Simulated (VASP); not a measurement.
Here is a VASP 6.6.1 calculation.

Contents of INCAR:

```
PREC = Accurate
ENCUT = 520
EDIFF = 1E-6
ISMEAR = 0
SIGMA = 0.1
LREAL = F
LASPH = T
NELM = 60
ALGO = Normal
ISIF = 2
LWAVE = F
LCHARG = F
GGA = PE
NBANDS = 34
```

File KPOINTS:

```
regular mesh
0
Gamma
  6 6 6
```

POSCAR

```
Tc3Sn
1.0
    0.0000000000      3.1721900000      3.1721900000
    3.1721900000      0.0000000000      3.1721900000
    3.1721900000      3.1721900000      0.0000000000
Tc Sn
3 1
Direct
    0.2500000000      0.2500000000      0.2500000000
    0.7500000000      0.7500000000      0.7500000000
    0.5000000000      0.5000000000      0.5000000000
    0.0000000000      0.0000000000      0.0000000000
```

Potentials or basis: VASP PAW PBE potentials, release 64 (Tc_pv, Sn_d).

Run with:

```bash
$ cat potpaw_PBE.64/Tc_pv/POTCAR potpaw_PBE.64/Sn_d/POTCAR > POTCAR
$ mpirun -np 1 vasp_std > vasp.out
```

(1) Estimate the pressure.

Answers

(1) -2.0 GPa.
